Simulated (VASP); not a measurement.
Runs of VASP 6.6.1 on Sb. The structure is that of space group R-3m (No. 166), or close to it. The cells are those of the table. 

```csv
cell,gap on the mesh (eV),pressure (GPa),largest force (eV/Å)
"a = 4.566 Å, angles 57.1°, 2 atoms",none,0.5,0.01
"a = 4.537 Å, angles 57.1°, 2 atoms",none,1.6,0.09
"a = 4.507 Å, angles 57.1°, 2 atoms",none,2.8,0.20
"a = 4.446 Å, angles 57.1°, 2 atoms",none,5.6,0.44
"a = 4.595 Å, angles 57.1°, 2 atoms",none,-0.5,0.10
"a = 4.415 Å, angles 57.1°, 2 atoms",none,(b),0.57
"a = 4.476 Å, angles 57.1°, 2 atoms",none,(a),0.31
```

Alike in all rows: task single point; level PBE; potentials or basis VASP PAW PBE potentials, release 64 (Sb); no spin polarisation; k mesh 8 × 8 × 8; cutoff (eV) 520; smearing gaussian 0.1 eV.

Q: Estimate the missing entries.

A: (a) 4.1; (b) 7.2.

Caveats: spin-orbit coupling is left out, which moves the levels of the heavy elements.

A k mesh can miss the band edges, and the runs leave out spin-orbit coupling on Sb.

A gap of «none» marks levels without a gap at the run's occupations.
